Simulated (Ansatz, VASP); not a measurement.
HgH2 in VASP and in Ansatz

```
CELL_PARAMETERS angstrom
3.75849 0.00000 0.00000
0.00000 3.75849 0.00000
0.00000 0.00000 7.04365
ATOMIC_POSITIONS crystal
Hg 0.00000 0.50000 0.84216
Hg 0.50000 0.00000 0.15784
H 0.00000 0.00000 0.00000
H 0.50000 0.50000 0.00000
H 0.00000 0.50000 0.60766
H 0.50000 0.00000 0.39234
```

Alike in both runs: functional PBE; k mesh 6 × 6 × 4; occupations gaussian, width 0.1 eV; no spin polarisation.

Ansatz relaxed the structure, and its values are those at the end. VASP's run is a single point on that final structure, the one shown.

|  | VASP | Ansatz |
| --- | --- | --- |
| version | VASP 6.6.1 | Ansatz 0.2.0 |
| potentials or method | VASP PAW PBE potentials, release 64 (Hg_sv_GW, H), cutoff 500 eV | scalar-relativistic, plane waves, PAW |
| valence electrons in the cell | 44 | 44 |

```csv
,VASP,Ansatz,Ansatz less VASP
gap on the k mesh at the Fermi level (eV),none,none,-
pressure (GPa),-0.7,0.1,+0.76
rms of the force components (eV/Å),0.007,0.006,-0.0009
```

A gap of «none» marks a metal or a gap that the smearing closes. The functional is the same, so the differences come from potentials, cutoffs and numerics.

Spin-orbit coupling is off throughout.
